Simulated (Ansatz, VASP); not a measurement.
# Be2SeO4 in VASP and in Ansatz

```
CELL_PARAMETERS angstrom
-2.16838 2.16838 3.84684
2.16838 -2.16838 3.84684
2.16838 2.16838 -3.84684
ATOMIC_POSITIONS crystal
Be 0.75000 0.25000 0.50000
Be 0.50000 0.50000 0.00000
Se 0.00000 0.00000 0.00000
O 0.43848 0.36473 0.55749
O 0.63527 0.19277 0.07375
O 0.80723 0.88098 0.44251
O 0.11902 0.56152 0.92625
```

Change from the starting cell: species swapped into the CdGa2Se4 type (I-4, No. 82).

Alike in both runs: functional PBE; k mesh 4 × 4 × 4; occupations gaussian, width 0.15 eV; no spin polarisation.

Ansatz relaxed the structure, and its values are those at the end. VASP's run is a single point on that final structure, the one shown.

|  | VASP | Ansatz |
| --- | --- | --- |
| version | VASP 6.6.1 | Ansatz 0.2.0 |
| potentials or method | VASP PAW PBE potentials, release 64 (Be, Se, O), cutoff 520 eV | scalar-relativistic, plane waves, PAW |
| valence electrons in the cell | 34 | 44 |

```csv
,VASP,Ansatz,Ansatz less VASP
gap on the k mesh at the Fermi level (eV),0.64,0.64,+0.006
least direct gap on the mesh (eV),1.62,1.62,+0.004
pressure (GPa),0.2,0.0,-0.23
rms of the force components (eV/Å),0.006,0.008,+0.0018
```

VASP's potentials hold 34 valence electrons a cell and Ansatz's 44, so a difference there can come from the potentials and not from the codes.

The k mesh is coarse, so the values compare programs but aren't converged.
